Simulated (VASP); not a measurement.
# Ta2N (P-3m1) in VASP: settings compared

Ta2N is run at these levels: HSE06, r2SCAN, BLYP+D3(BJ), r2SCAN+rVV10, PBEsol; tasks: single point.

All numbers are computed with VASP 6.6.1; they aren't measurements. Logs are shortened: lines on timing, memory, paths and dates and some standing lists are left out, and cuts for length are marked.

## Step 1: The cell of the first run

Symmetry: P-3m1, No. 164, trigonal system. Conventional cell: a = 3.113 Å, b = 3.113 Å, c = 4.870 Å, α = 90.00°, β = 90.00°, γ = 120.00°. Within 3.2 Å of Ta (site symmetry 3m) lie 3 N at 2.18 Å and 12 Ta at 2.99 to 3.11 Å. Within 2.9 Å of N (site symmetry -3m) lie 6 Ta at 2.18 Å.

## Step 2: Single point, HSE06

File POSCAR:

```
Ta2N
1.0
    3.1128615060      0.0000000000      0.0000000000
   -1.5564307530      2.6958171426      0.0000000000
    0.0000000000      0.0000000000      4.8698410000
Ta N
2 1
Direct
    0.3333333333      0.6666666667      0.2547110000
    0.6666666667      0.3333333333      0.7452890000
    0.0000000000      0.0000000000      0.0000000000
```

File INCAR.step1:

```
SYSTEM = Ta2N
PREC     = Accurate       ! precision mode
ENCUT    = 520            ! plane-wave cutoff, eV
EDIFF    = 1E-5           ! SCF threshold, eV
ISMEAR   = -1             ! smearing method
SIGMA    = 0.1            ! smearing width, eV
LREAL    = .FALSE.        ! projectors in reciprocal space
LASPH    = .TRUE.         ! aspherical terms in the spheres
NELM     = 80             ! most SCF steps
ALGO     = Normal         ! electronic algorithm
ISIF     = 2              ! what is computed and relaxed
LWAVE    = .TRUE.         ! write WAVECAR
LCHARG   = .FALSE.        ! write CHGCAR
NBANDS   = 20             ! bands
GGA      = PE             ! functional
```

File INCAR.step2:

```
SYSTEM = Ta2N
PREC     = Accurate       ! precision mode
ENCUT    = 520            ! plane-wave cutoff, eV
EDIFF    = 1E-6           ! SCF threshold, eV
ISMEAR   = -1             ! smearing method
SIGMA    = 0.1            ! smearing width, eV
LREAL    = .FALSE.        ! projectors in reciprocal space
LASPH    = .TRUE.         ! aspherical terms in the spheres
NELM     = 80             ! most SCF steps
ALGO     = Normal         ! electronic algorithm
ISIF     = 2              ! what is computed and relaxed
LWAVE    = .FALSE.        ! write WAVECAR
LCHARG   = .FALSE.        ! write CHGCAR
GGA      = PE             ! functional
LHFCALC  = .TRUE.         ! exact exchange
HFSCREEN = 0.2079         ! screening, 1/A
PRECFOCK = Normal       
NBANDS   = 20             ! bands
ISTART   = 1
```

File KPOINTS:

```
regular mesh
0
G
  5 5 3
  0 0 0
```

Potentials or basis: VASP PAW PBE potentials, release 64 (Ta_pv, N).

Launch:

```sh
$ cat potpaw_PBE.64/Ta_pv/POTCAR potpaw_PBE.64/N/POTCAR > POTCAR
$ cp INCAR.step1 INCAR
$ mpirun -np 1 vasp_std > vasp.out
$ cp INCAR.step2 INCAR
$ mpirun -np 1 vasp_std > vasp.out
```

OUTCAR:

```text
SYSTEM = Ta2N
   PREC = Accurate
   ENCUT = 520
   EDIFF = 1E-6
   ISMEAR = -1
   LREAL = .FALSE.
   LASPH = .TRUE.
   NELM = 80
   ISIF = 2
   GGA = PE
   LHFCALC = .TRUE.
   HFSCREEN = 0.2079
   PRECFOCK = Normal
   ISTART = 1

 ion  position               nearest neighbor table
   1  0.333  0.667  0.255-   3 2.18   3 2.18   3 2.18   2 2.99   2 2.99   2 2.99   2 3.06   2 3.06
                             2 3.06
   2  0.667  0.333  0.745-   3 2.18   3 2.18   3 2.18   1 2.99   1 2.99   1 2.99   1 3.06   1 3.06
                             1 3.06
   3  0.000  0.000  0.000-   1 2.18   2 2.18   1 2.18   2 2.18   2 2.18   1 2.18

  LATTYP: Found a hexagonal cell.
 ALAT       =     3.1128615060
 C/A-ratio  =     1.5644258476

  Lattice vectors:

 A1 = (   3.1128615060,   0.0000000000,   0.0000000000)
 A2 = (  -1.5564307530,   2.6958171426,   0.0000000000)
 A3 = (   0.0000000000,   0.0000000000,   4.8698410000)

Analysis of symmetry for initial positions (statically):
=====================================================================
 Subroutine PRICEL returns:
 Original cell was already a primitive cell.

 Routine SETGRP: Setting up the symmetry group for a
 hexagonal supercell.

 Subroutine GETGRP returns: Found 12 space group operations
 (whereof 12 operations were pure point group operations)
 out of a pool of 24 trial point group operations.

The static configuration has the point symmetry D_3d.

Analysis of symmetry for dynamics (positions and initial velocities):
=====================================================================
 Subroutine PRICEL returns:
 Original cell was already a primitive cell.

 Routine SETGRP: Setting up the symmetry group for a
 hexagonal supercell.

 Subroutine GETGRP returns: Found 12 space group operations
 (whereof 12 operations were pure point group operations)
 out of a pool of 24 trial point group operations.

The dynamic configuration has the point symmetry D_3d.

 Subroutine INISYM returns: Found 12 space group operations
 (whereof 12 operations are pure point group operations),
 and found     1 'primitive' translations

----------------------------------------------------------------------------------------

                                     Primitive cell

  volume of cell :      40.8663

  direct lattice vectors                    reciprocal lattice vectors
[... 82 lines left out ...]
   ISIF   =      2    stress and relaxation
   ISYM   =      3    0-nonsym 1-usesym 2-fastsym
   POTIM  = 0.5000    time-step for ionic-motion
   TEBEG  =    0.0;   TEEND  =   0.0 temperature during run
   PSTRESS=    0.0 pullay stress
   NELECT =      27.0000    total number of electrons
   NUPDOWN=      -1.0000    fix difference up-down
   EMIN   =  10.00;   EMAX   =-10.00  energy-range for DOS
   EFERMI =   0.00;   METHOD = LEGACY
   ISMEAR =    -1;   SIGMA  =   0.10  broadening in eV -4-tet -1-fermi 0-gaus
   EFERMI_NEDOS =   21; number of points for ismear=-14 and -15
   IALGO  =     38    algorithm
   IMIX   =      1    mixing-type and parameters
     AMIX     =   0.40;   BMIX     =  1.00
     AMIX_MAG =   1.60;   BMIX_MAG =  1.00
  volume/ion in A,a.u.               =      13.62        91.93
  Fermi-wavevector in a.u.,A,eV,Ry     =   1.425852  2.694469 27.661374  2.033054
  Thomas-Fermi vector in A             =   2.546192
   LORBIT       =      0    0 simple, 1 ext, 2 COOP (PROOUT), +10 PAW based schemes
   GGA     = PE    functional components
   LHFCALC =     T    Hartree Fock is set to
   PRECFOCK=normal    Normal, Fast or Accurate (Low or Medium for compatibility)
   ENCUT4O =  -1.0   cutoff for four orbital integrals eV
   NKREDX  =     1    reduce k-point grid by
   NKREDY  =     1    reduce k-point grid by
   NKREDZ  =     1    reduce k-point grid by
   AEXX    =    0.2500 exact exchange contribution
   HFSCREEN=    0.2079 screening length (either q_TF or 0.3 A-1)
   HFSCREENC=   0.2079 screening length for correlation (either q_TF or 0.3 A-1)
   ENCUTFOCK=  -1.0 apply spherical cutoff to Coloumb kernel
   IVDW    =     0    specifies the selected vdW correction
   LEPSILON=     F    determine dielectric tensor
   LRPA    =     F    only Hartree local field effects (RPA)
 non-spin polarized calculation
  energy-cutoff  :      520.00
  volume of cell :       40.87
 maximum number of plane-waves:      1108
 NGX is ok and might be reduce to    24
  NGX = 18; NGY = 18; NGZ = 28

 number of electron      26.9999996 magnetization

 Free energy of the ion-electron system (eV)
  ---------------------------------------------------
  ext. energy  EPLUGINS =         0.00000000
  ---------------------------------------------------
  free energy    TOTEN  =       -39.92962206 eV

  energy without entropy =      -39.88699310  energy(sigma->0) =      -39.90830758

 E-fermi :   7.4980     XC(G=0): -10.4963

 val. band max:        7.4364137424   @ k =   0.0000   0.4000   0.3333
 cond. band min:       7.5602809891   @ k =   0.2000  -0.0000   0.0000
 fundamental gap:      0.1238672467
 Fermi energy:         7.4979786645

 k-point     1 :       0.0000    0.0000    0.0000
  band No.  band energies     occupation
      1     -30.9544      2.00000
      2     -30.1238      2.00000
      3     -30.1238      2.00000
      4     -29.9937      2.00000
      5     -29.9937      2.00000
      6     -29.8556      2.00000
[... 265 lines left out ...]
     19      13.0799      0.00000
     20      13.7351      0.00000

------------------------ aborting loop because EDIFF is reached ----------------------------------------

  FORCE on cell =-STRESS in cart. coord.  units (eV):
  Direction    XX          YY          ZZ          XY          YZ          ZX
  --------------------------------------------------------------------------------------
  -------------------------------------------------------------------------------------
  Total       -2.5058718     -2.5058718     -1.1385805      0.0000000      0.0000000      0.0000000
  in kB      -98.2436353    -98.2436353    -44.6384697      0.0000000      0.0000000      0.0000000
  external PRESSURE =     -80.3752468 kB  Pullay stress =       0.0000000 kB

 VOLUME and BASIS-vectors are now :
 -----------------------------------------------------------------------------
  energy-cutoff  :      520.00
  volume of cell :       40.87
      direct lattice vectors                 reciprocal lattice vectors
     3.112861506  0.000000000  0.000000000     0.321247829  0.185472520  0.000000000
    -1.556430753  2.695817143  0.000000000     0.000000000  0.370945041  0.000000000
     0.000000000  0.000000000  4.869841000     0.000000000  0.000000000  0.205345513

 POSITION                                       TOTAL-FORCE (eV/Angst)
 -----------------------------------------------------------------------------------
     -0.00000      1.79721      1.24040        -0.000000      0.000000     -0.772958
      1.55643      0.89861      3.62944         0.000000     -0.000000      0.772958
      0.00000      0.00000      0.00000        -0.000000      0.000000      0.000000
 -----------------------------------------------------------------------------------
    total drift:                               -0.000000     -0.000000      0.000000

  FREE ENERGIE OF THE ION-ELECTRON SYSTEM (eV)
  ---------------------------------------------------
  free  energy   TOTEN  =       -39.9296220619 eV

  energy  without entropy=      -39.8869930969  energy(sigma->0) =      -39.90830758
```

OUTCAR.step1:

```text
SYSTEM = Ta2N
   PREC = Accurate
   ENCUT = 520
   EDIFF = 1E-5
   ISMEAR = -1
   LREAL = .FALSE.
   LASPH = .TRUE.
[... 488 lines left out ...]
     -0.00000      1.79721      1.24040        -0.000000     -0.000000     -0.474344
      1.55643      0.89861      3.62944         0.000000      0.000000      0.474344
      0.00000      0.00000      0.00000        -0.000000      0.000000      0.000000
 -----------------------------------------------------------------------------------
    total drift:                               -0.000000      0.000000      0.000000

  FREE ENERGIE OF THE ION-ELECTRON SYSTEM (eV)
  ---------------------------------------------------
  free  energy   TOTEN  =       -34.3510115173 eV

  energy  without entropy=      -34.2960852379  energy(sigma->0) =      -34.32354838
```

Wall time 26 min (1 thread of AMD EPYC 9R14 (Zen 4), shared host); peak memory 0.24 GiB.

Results:

- Free energy: -39.9296 eV
- Pressure: -8.0 GPa
- Largest force: 0.773 eV/Å
- Band gap on the k mesh: zero (an odd number of electrons rules out a gap without spin polarisation)

Forces in eV/Å, atoms in the order of the input:
```
Ta   0.000  0.000 -0.773
Ta   0.000  0.000  0.773
N    0.000  0.000  0.000
```

Caveat: the k points lie up to 0.47 Å⁻¹ apart, too coarse for converged energies and pressures of a metal; the PAW data sets were made with another functional, which shifts forces and pressure a little; spin-orbit coupling is left out, which moves the levels of the heavy elements.

## Step 3: Single point, r2SCAN

This run uses another cell than the first one, of 12.57 Å³/atom.

File POSCAR:

```
Ta2N
1.0
    3.0061269396      0.0000000000      0.0000000000
   -1.5030634698      2.6033822967      0.0000000000
    0.0000000000      0.0000000000      4.8178866190
Ta N
2 1
Direct
    0.3333333333      0.6666666667      0.2594390580
    0.6666666667      0.3333333333      0.7405609420
    0.0000000000      0.0000000000      0.0000000000
```

File INCAR.step1:

```
  PREC = Accurate
  ENCUT = 770
  ISMEAR = -1
  SIGMA = 0.05
  LREAL = False
  LASPH = True
  NELM = 120
  NBANDS = 22
  GGA = PE
  ALGO = Normal
  EDIFF = 1E-5
  LWAVE = True
  LCHARG = False
  GGA_COMPAT = False
```

File INCAR.step2:

```
  PREC = Accurate
  ENCUT = 770
  EDIFF = 1E-6
  ISMEAR = -1
  SIGMA = 0.05
  LREAL = False
  LASPH = True
  NELM = 120
  ALGO = Normal
  ISIF = 2
  LWAVE = False
  LCHARG = False
  METAGGA = R2SCAN
  LMIXTAU = True
  NBANDS = 22
  ISTART = 1
  GGA_COMPAT = False
```

File KPOINTS:

```
regular mesh
0
Gamma
  10 10 6
```

Potentials or basis: VASP PAW PBE potentials, release 64 (Ta_sv_GW, N).

Launch:

```sh
$ cat potpaw_PBE.64/Ta_sv_GW/POTCAR potpaw_PBE.64/N/POTCAR > POTCAR
$ cp INCAR.step1 INCAR
$ mpirun -np 1 vasp_std > vasp.out
$ cp INCAR.step2 INCAR
$ mpirun -np 1 vasp_std > vasp.out
```

Run time: 3.8 min. Hardware: 1 thread of Intel Xeon 6975P-C (Granite Rapids), shared host; peak memory 0.27 GiB.

The run converged. Its results:

```yaml
Free_energy: -113.9641 eV
Pressure: 19.9 GPa
Largest_force: 0.062 eV/Å
Band_gap_on_the_k_mesh: zero (an odd number of electrons rules out a gap without spin polarisation)
```

Forces in eV/Å, atoms in the order of the input:
```
Ta   0.000  0.000  0.062
Ta   0.000  0.000 -0.062
N    0.000  0.000  0.000
```

Levels at points of the mesh, in eV from the Fermi level:
```tsv
k point	band 12	band 13	band 14	band 15	band 16	band 17	band 18	band 19	band 20	band 21
(0.00, 0.00, 0.00)	-6.51	-5.47	-0.94	-0.26	-0.26	-0.02	0.62	0.62	1.16	1.16
(0.50, 0.00, 0.00)	-6.95	-5.23	-3.01	-1.47	1.56	2.35	4.59	4.61	4.82	4.97
(0.00, 0.00, 0.50)	-6.72	-3.63	-2.99	-1.12	-1.12	1.83	2.76	2.76	2.79	2.89
(0.50, 0.00, 0.50)	-6.62	-3.71	-2.50	-2.30	-0.78	0.74	4.15	4.40	4.76	5.17
```

Caveat: the cell stands under pressure; the PAW data sets were made with another functional, which shifts forces and pressure a little; spin-orbit coupling is left out, which moves the levels of the heavy elements.

(Part 1 of 2 ends here.)

The gap in the log of VASP goes by the Fermi energy; the results here count the filled bands.